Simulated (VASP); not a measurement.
# InPd (Pm-3m) in VASP: single point with LDA

Aim: the single point of InPd with LDA.

Everything below comes from runs of VASP 6.6.1. Logs are shortened: lines on timing, memory, paths and dates and some standing lists are left out, and cuts for length are marked.

## (1) The cell of the first run

Symmetry: Pm-3m, No. 221, cubic system. Conventional cell: a = 3.272 Å, b = 3.272 Å, c = 3.272 Å, α = 90.00°, β = 90.00°, γ = 90.00°. In (site symmetry m-3m) has 8 Pd at 2.83 Å and 6 In at 3.27 Å within 3.7 Å. Within 3.7 Å of Pd (site symmetry m-3m) lie 8 In at 2.83 Å and 6 Pd at 3.27 Å.

## (2) Single point, LDA

The input, INCAR:

```
SYSTEM = InPd
PREC     = Accurate       ! precision mode
ENCUT    = 500            ! plane-wave cutoff, eV
EDIFF    = 1E-6           ! SCF threshold, eV
ISMEAR   = 0              ! smearing method
SIGMA    = 0.1            ! smearing width, eV
LREAL    = .FALSE.        ! projectors in reciprocal space
LASPH    = .TRUE.         ! aspherical terms in the spheres
NELM     = 120            ! most SCF steps
ALGO     = Normal         ! electronic algorithm
ISIF     = 2              ! what is computed and relaxed
LWAVE    = .FALSE.        ! write WAVECAR
LCHARG   = .FALSE.        ! write CHGCAR
GGA      = CA             ! functional
NBANDS   = 18             ! bands
GGA_COMPAT= .FALSE.
```

The input, KPOINTS:

```
regular mesh
0
G
  6 6 6
  0 0 0
```

The input, POSCAR:

```
InPd
1.0
    3.2718847800      0.0000000000      0.0000000000
    0.0000000000      3.2718847800      0.0000000000
    0.0000000000      0.0000000000      3.2718847800
In Pd
1 1
Direct
    0.0000000000      0.0000000000      0.0000000000
    0.5000000000      0.5000000000      0.5000000000
```

Potentials or basis: VASP PAW LDA potentials, release 64 (In_d, Pd).

Run with:

```sh
$ cat potpaw_LDA.64/In_d/POTCAR potpaw_LDA.64/Pd/POTCAR > POTCAR
$ mpirun -np 1 vasp_std > vasp.out
```

OUTCAR:

```text
SYSTEM = InPd
   PREC = Accurate
   ENCUT = 500
   EDIFF = 1E-6
   ISMEAR = 0
   LREAL = .FALSE.
   LASPH = .TRUE.
   NELM = 120
   ISIF = 2
   GGA = CA

 ion  position               nearest neighbor table
   1  0.000  0.000  0.000-   2 2.83   2 2.83   2 2.83   2 2.83   2 2.83   2 2.83   2 2.83   2 2.83

   2  0.500  0.500  0.500-   1 2.83   1 2.83   1 2.83   1 2.83   1 2.83   1 2.83   1 2.83   1 2.83

  LATTYP: Found a simple cubic cell.
 ALAT       =     3.2718847800

  Lattice vectors:

 A1 = (   3.2718847800,   0.0000000000,   0.0000000000)
 A2 = (   0.0000000000,   3.2718847800,   0.0000000000)
 A3 = (   0.0000000000,   0.0000000000,   3.2718847800)

Analysis of symmetry for initial positions (statically):
=====================================================================
 Subroutine PRICEL returns:
 Original cell was already a primitive cell.

 Routine SETGRP: Setting up the symmetry group for a
 simple cubic supercell.

 Subroutine GETGRP returns: Found 48 space group operations
 (whereof 48 operations were pure point group operations)
 out of a pool of 48 trial point group operations.

The static configuration has the point symmetry O_h .

Analysis of symmetry for dynamics (positions and initial velocities):
=====================================================================
 Subroutine PRICEL returns:
 Original cell was already a primitive cell.

 Routine SETGRP: Setting up the symmetry group for a
 simple cubic supercell.

 Subroutine GETGRP returns: Found 48 space group operations
 (whereof 48 operations were pure point group operations)
 out of a pool of 48 trial point group operations.

The dynamic configuration has the point symmetry O_h .

 Subroutine INISYM returns: Found 48 space group operations
 (whereof 48 operations are pure point group operations),
 and found     1 'primitive' translations

----------------------------------------------------------------------------------------

                                     Primitive cell

  volume of cell :      35.0263

  direct lattice vectors                    reciprocal lattice vectors
     3.271884780  0.000000000  0.000000000     0.305634234  0.000000000  0.000000000
     0.000000000  3.271884780  0.000000000     0.000000000  0.305634234  0.000000000
     0.000000000  0.000000000  3.271884780     0.000000000  0.000000000  0.305634234

  length of vectors
     3.271884780  3.271884780  3.271884780     0.305634234  0.305634234  0.305634234

  position of ions in fractional coordinates (direct lattice)
     0.000000000  0.000000000  0.000000000
     0.500000000  0.500000000  0.500000000

  ion indices of the primitive-cell ions
   primitive index   ion index
                 1           1
                 2           2

----------------------------------------------------------------------------------------

 KPOINTS: regular mesh

Automatic generation of k-mesh.
 Grid dimensions read from file:
 generate k-points for:    6    6    6

 Generating k-lattice:

  Cartesian coordinates                     Fractional coordinates (reciprocal lattice)
     0.050939039  0.000000000  0.000000000     0.166666667  0.000000000  0.000000000
     0.000000000  0.050939039  0.000000000     0.000000000  0.166666667  0.000000000
     0.000000000  0.000000000  0.050939039     0.000000000  0.000000000  0.166666667

  Length of vectors
     0.050939039  0.050939039  0.050939039

  Shift w.r.t. Gamma in fractional coordinates (k-lattice)
     0.000000000  0.000000000  0.000000000

 Subroutine IBZKPT returns following result:
 ===========================================

 Found     20 irreducible k-points:

 Following reciprocal coordinates:
            Coordinates               Weight
  0.000000  0.000000  0.000000      1.000000
  0.166667  0.000000  0.000000      6.000000
  0.333333  0.000000  0.000000      6.000000
  0.500000  0.000000  0.000000      3.000000
  0.166667  0.166667  0.000000     12.000000
  0.333333  0.166667  0.000000     24.000000
[... 12 lines left out ...]
  0.500000  0.500000  0.333333      6.000000
  0.500000  0.500000  0.500000      1.000000
   k-points           NKPTS =     20   k-points in BZ     NKDIM =     20   number of bands    NBANDS=     18
   number of dos      NEDOS =    301   number of ions     NIONS =      2
   total plane-waves  NPLWV =  13824
   dimension x,y,z NGX =    24 NGY =   24 NGZ =   24
   dimension x,y,z NGXF=    48 NGYF=   48 NGZF=   48
   ions per type =               1   1
   NGX,Y,Z   is equivalent  to a cutoff of  12.19, 12.19, 12.19 a.u.
   NGXF,Y,Z  is equivalent  to a cutoff of  24.39, 24.39, 24.39 a.u.
 SYSTEM =  InPd
   PREC   = accura    normal or accurate (medium, high low for compatibility)
   ISTART =      0    job   : 0-new  1-cont  2-samecut
   ICHARG =      2    charge: 1-file 2-atom 10-const
   ISPIN  =      1    spin polarized calculation?
   LNONCOLLINEAR =      F non collinear calculations
   LSORBIT =      F    spin-orbit coupling
   LASPH  =      T    aspherical Exc in radial PAW
   ENCUT  =  500.0 eV  36.75 Ry    6.06 a.u.   5.97  5.97  5.97*2*pi/ulx,y,z
   NELM   =    120;   NELMIN=  2; NELMDL= -5     # of ELM steps
   EDIFF  = 0.1E-05   stopping-criterion for ELM
   LREAL  =      F    real-space projection
   EDIFFG = 0.1E-04   stopping-criterion for IOM
   NSW    =      0    number of steps for IOM
   IBRION =     -1    ionic relax: 0-MD 1-quasi-New 2-CG
   NFREE  =      0    steps in history (QN), initial steepest desc. (CG)
   ISIF   =      2    stress and relaxation
   ISYM   =      2    0-nonsym 1-usesym 2-fastsym
   POTIM  = 0.5000    time-step for ionic-motion
   TEBEG  =    0.0;   TEEND  =   0.0 temperature during run
   PSTRESS=    0.0 pullay stress
   NELECT =      23.0000    total number of electrons
   NUPDOWN=      -1.0000    fix difference up-down
   EMIN   =  10.00;   EMAX   =-10.00  energy-range for DOS
   EFERMI =   0.00;   METHOD = LEGACY
   ISMEAR =     0;   SIGMA  =   0.10  broadening in eV -4-tet -1-fermi 0-gaus
   EFERMI_NEDOS =   21; number of points for ismear=-14 and -15
   IALGO  =     38    algorithm
   IMIX   =      4    mixing-type and parameters
     AMIX     =   0.40;   BMIX     =  1.00
     AMIX_MAG =   1.60;   BMIX_MAG =  1.00
  volume/ion in A,a.u.               =      17.51       118.18
  Fermi-wavevector in a.u.,A,eV,Ry     =   1.422938  2.688964 27.548447  2.024754
  Thomas-Fermi vector in A             =   2.543589
   LORBIT       =      0    0 simple, 1 ext, 2 COOP (PROOUT), +10 PAW based schemes
   GGA     = CA    functional components
   LHFCALC =     F    Hartree Fock is set to
   AEXX    =    0.0000 exact exchange contribution
   IVDW    =     0    specifies the selected vdW correction
   LEPSILON=     F    determine dielectric tensor
   LRPA    =     F    only Hartree local field effects (RPA)
 non-spin polarized calculation
 Gauss-broadening in eV      SIGMA  =   0.10
  energy-cutoff  :      500.00
  volume of cell :       35.03
 maximum number of plane-waves:       912
 NGX is ok and might be reduce to    24
   NGX = 11   NGY = 11   NGZ = 11

 number of electron      22.9999997 magnetization

 Free energy of the ion-electron system (eV)
  ---------------------------------------------------
  ext. energy  EPLUGINS =         0.00000000
  ---------------------------------------------------
  free energy    TOTEN  =       -10.74024468 eV

  energy without entropy =      -10.73803588  energy(sigma->0) =      -10.73914028

 E-fermi :  10.2477     XC(G=0): -12.5388

 val. band max:       10.1401326033   @ k =   0.3333   0.3333   0.0000
 cond. band min:      10.3576347184   @ k =   0.5000   0.3333   0.3333
 fundamental gap:      0.2175021151
 Fermi energy:        10.2477466275

 k-point     1 :       0.0000    0.0000    0.0000
  band No.  band energies     occupation
      1      -4.6170      2.00000
      2      -4.6170      2.00000
      3      -4.2045      2.00000
      4      -4.2045      2.00000
      5      -4.2045      2.00000
      6       0.1216      2.00000
[... 10 lines left out ...]
     17      20.9283      0.00000
     18      26.2646      0.00000

 k-point     2 :       0.1667    0.0000    0.0000
  band No.  band energies     occupation
      1      -4.6021      2.00000
      2      -4.5276      2.00000
      3      -4.2317      2.00000
      4      -4.2317      2.00000
      5      -4.1962      2.00000
      6       0.5621      2.00000
[... 10 lines left out ...]
     17      23.3799      0.00000
     18      25.4622      0.00000

 k-point     3 :       0.3333    0.0000    0.0000
  band No.  band energies     occupation
      1      -4.5721      2.00000
      2      -4.3503      2.00000
      3      -4.2856      2.00000
      4      -4.2856      2.00000
      5      -4.1794      2.00000
      6       1.8595      2.00000
[... 10 lines left out ...]
     17      23.6436      0.00000
     18      23.6496      0.00000

 k-point     4 :       0.5000    0.0000    0.0000
  band No.  band energies     occupation
      1      -4.5571      2.00000
      2      -4.3122      2.00000
      3      -4.3122      2.00000
      4      -4.2625      2.00000
      5      -4.1711      2.00000
      6       3.6071      2.00000
[... 291 lines left out ...]
      4      -4.1467      2.00000
      5      -4.0464      2.00000
      6       4.5726      2.00000
[... 10 lines left out ...]
     17      18.9133      0.00000
     18      20.4421      0.00000

 k-point    19 :       0.5000    0.5000    0.3333
  band No.  band energies     occupation
      1      -4.5036      2.00000
      2      -4.4488      2.00000
      3      -4.4488      2.00000
      4      -4.0965      2.00000
      5      -3.9864      2.00000
      6       4.8839      2.00000
[... 10 lines left out ...]
     17      17.2211      0.00000
     18      17.9918      0.00000

 k-point    20 :       0.5000    0.5000    0.5000
  band No.  band energies     occupation
      1      -4.4819      2.00000
      2      -4.4819      2.00000
      3      -4.4819      2.00000
      4      -3.9843      2.00000
      5      -3.9843      2.00000
      6       5.3311      2.00000
[... 10 lines left out ...]
     17      14.6199      0.00000
     18      15.7796      0.00000

------------------------ aborting loop because EDIFF is reached ----------------------------------------

  FORCE on cell =-STRESS in cart. coord.  units (eV):
  Direction    XX          YY          ZZ          XY          YZ          ZX
  --------------------------------------------------------------------------------------
  -------------------------------------------------------------------------------------
  Total       -1.3934258     -1.3934258     -1.3934258      0.0000000      0.0000000     -0.0000000
  in kB      -63.7382912    -63.7382912    -63.7382912      0.0000000      0.0000000     -0.0000000
  external PRESSURE =     -63.7382912 kB  Pullay stress =       0.0000000 kB

 VOLUME and BASIS-vectors are now :
 -----------------------------------------------------------------------------
  energy-cutoff  :      500.00
  volume of cell :       35.03
      direct lattice vectors                 reciprocal lattice vectors
     3.271884780  0.000000000  0.000000000     0.305634234  0.000000000  0.000000000
     0.000000000  3.271884780  0.000000000     0.000000000  0.305634234  0.000000000
     0.000000000  0.000000000  3.271884780     0.000000000  0.000000000  0.305634234

 POSITION                                       TOTAL-FORCE (eV/Angst)
 -----------------------------------------------------------------------------------
      0.00000      0.00000      0.00000         0.000000      0.000000      0.000000
      1.63594      1.63594      1.63594         0.000000      0.000000      0.000000
 -----------------------------------------------------------------------------------
    total drift:                                0.000000      0.000000     -0.000000

  FREE ENERGIE OF THE ION-ELECTRON SYSTEM (eV)
  ---------------------------------------------------
  free  energy   TOTEN  =       -10.7402446802 eV

  energy  without entropy=      -10.7380358765  energy(sigma->0) =      -10.73914028
```

Wall time 10 s (1 thread of Intel Xeon 8259CL, shared host); peak memory 0.13 GiB.

Results:

* Free energy: -10.7402 eV
* Pressure: -6.4 GPa
* Band gap on the k mesh: zero (an odd number of electrons rules out a gap without spin polarisation)

Levels at points of the mesh, in eV from the Fermi level:
```csv
k point,band 8,band 9,band 10,band 11,band 12,band 13,band 14,band 15
"(0.00, 0.00, 0.00)",-3.85,-2.32,-2.32,-2.32,4.12,4.12,4.12,9.24
"(0.50, 0.00, 0.00)",-3.84,-3.32,-3.32,-2.40,-1.16,9.45,9.45,9.98
"(0.50, 0.50, 0.00)",-2.73,-2.73,-2.35,-2.35,-1.74,1.37,2.40,9.31
"(0.50, 0.50, 0.50)",-4.92,-1.70,-1.70,-0.25,3.78,3.78,3.78,4.37
```

Caveat: the cell stands under tension; spin-orbit coupling is left out, which moves the levels of the heavy elements.
